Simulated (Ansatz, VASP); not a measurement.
## Two plane-wave programs on TaAl7N8

Contents of INCAR:

```
ALGO     = Normal         # electronic algorithm
EDIFF    = 1E-7           # SCF threshold, eV
ENCUT    = 520            # plane-wave cutoff, eV
GGA      = PS             # functional
ISIF     = 2              # what is computed and relaxed
ISMEAR   = 0              # smearing method
ISPIN    = 2              # spin polarisation
LASPH    = True           # aspherical terms in the spheres
LCHARG   = False          # write CHGCAR
LDAU     = True           # DFT+U
LDAUJ    = 0 0 0        
LDAUL    = 2 -1 -1        # shell
LDAUPRINT= 1            
LDAUTYPE = 2            
LDAUU    = 2 0 0          # U, eV
LMAXMIX  = 4              # l up to which the mixer works
LORBIT   = 11             # projections on sites
LREAL    = Auto         
LWAVE    = False          # write WAVECAR
MAGMOM   = 2 0 0 0 0 0 0 0 0 0 0 0 0 0 0 0 # initial moments
NBANDS   = 54             # bands
NELM     = 150            # most SCF steps
PREC     = Accurate       # precision mode
SIGMA    = 0.05           # smearing width, eV
```

KPOINTS

```
k-points
0
Gamma
  3 3 4
```

The input POSCAR:

```
TaAl7N8
1.0
    6.2200009000      0.0000000000      0.0000000000
   -3.1100004000      5.3866788000      0.0000000000
    0.0000000000      0.0000000000      4.9800000000
Ta Al N
1 7 8
Direct
    0.3330903112      0.1664206200      0.9651824420
    0.3339891905      0.6668140602      0.0064893649
    0.8327069716      0.1654863856      0.0065039941
    0.8326607707      0.6668549016      0.0066238214
    0.1630942484      0.3364531099      0.4962215555
    0.1630579567      0.8260375870      0.4965067972
    0.6736226571      0.3365613990      0.4966037010
    0.6664875913      0.8330180303      0.5023796567
    0.3333535176      0.1663324130      0.4342792640
    0.3355446620      0.6675318520      0.3815086866
    0.8320094721      0.1639878084      0.3815237373
    0.8320272058      0.6675507999      0.3816338074
    0.1516853279      0.3478192094      0.8743607140
    0.1516839901      0.8036104704      0.8746884052
    0.6959129155      0.3478067664      0.8748041424
    0.6664080217      0.8330334660      0.8826825322
```

Input for Ansatz:

```yaml
crystal:
  lattice:
    - [6.2200009, 0.0, 0.0]
    - [-3.1100004, 5.3866788, 0.0]
    - [0.0, 0.0, 4.98]
  atoms:
    - { symbol: Ta, position: [0.3330903112, 0.16642062, 0.965182442], spin: 2.0 }
    - { symbol: Al, position: [0.3339891905, 0.6668140602, 0.0064893649] }
    - { symbol: Al, position: [0.8327069716, 0.1654863856, 0.0065039941] }
    - { symbol: Al, position: [0.8326607707, 0.6668549016, 0.0066238214] }
    - { symbol: Al, position: [0.1630942484, 0.3364531099, 0.4962215555] }
    - { symbol: Al, position: [0.1630579567, 0.826037587, 0.4965067972] }
    - { symbol: Al, position: [0.6736226571, 0.336561399, 0.496603701] }
    - { symbol: Al, position: [0.6664875913, 0.8330180303, 0.5023796567] }
    - { symbol: "N", position: [0.3333535176, 0.166332413, 0.434279264] }
    - { symbol: "N", position: [0.335544662, 0.667531852, 0.3815086866] }
    - { symbol: "N", position: [0.8320094721, 0.1639878084, 0.3815237373] }
    - { symbol: "N", position: [0.8320272058, 0.6675507999, 0.3816338074] }
    - { symbol: "N", position: [0.1516853279, 0.3478192094, 0.874360714] }
    - { symbol: "N", position: [0.1516839901, 0.8036104704, 0.8746884052] }
    - { symbol: "N", position: [0.6959129155, 0.3478067664, 0.8748041424] }
    - { symbol: "N", position: [0.6664080217, 0.833033466, 0.8826825322] }
basis:
  ecutwfc: 420
  ecutrho_ratio: 4
kpoints:
  mp_grid: { grid: [3, 3, 4] }
hamiltonian:
  xc: pbesol
  hubbard: { sites: [{ site: 0, l: d, u_eff: 2.0 }] }
scf:
  occupations: { method: gaussian, width: 0.05 }
output:
  forces: true
  stress: true
  eigenvalues: true
  populations: true
  hubbard: { sites: [{ site: 0, l: d }] }
  write_density: true
  write_potential: true
  elf: true
  volumetric_format: npy
magnetization:
  spin_polarized: true
```

Alike in both runs: task single point; functional PBEsol; k mesh 3 × 3 × 4; occupations gaussian, width 0.05 eV; collinear spin; Hubbard terms Ta d U = 2.0 eV.

```csv
,VASP,Ansatz
version,VASP 6.6.1,Ansatz 0.2.0
potentials or method,"VASP PAW PBE potentials, release 64 (Ta_pv, Al, N), cutoff 520 eV","scalar-relativistic, plane waves, PAW"
valence electrons in the cell,72,74
```

|  | VASP | Ansatz | Ansatz less VASP |
| --- | --- | --- | --- |
| pressure (GPa) | 10.8 | 10.7 | -0.12 |
| traceless stress, the component that is largest in VASP (GPa) | -4.21 | -4.19 | +0.024 |
| rms of the force components (eV/Å) | 0.050 | 0.009 | -0.0407 |
| net moment per atom (μB) | 0.12 | 0.12 | +0.005 |
| size of the moment on the site where the two differ most (μB) | 1.04 | 0.58 | -0.454 |

VASP's potentials were made for PBE, not for PBEsol. Site moments also hang on the region over which each program counts them. The programs project onto different local orbitals, so the same U acts differently, and such runs can settle in different states. Atom by atom the forces differ by 0.049 eV/Å (rms over components). VASP's potentials hold 72 valence electrons a cell and Ansatz's 74, so a difference there can come from the potentials and not from the codes.

The k mesh is coarse, so the values compare programs but aren't converged. Neither program's run includes spin-orbit coupling.
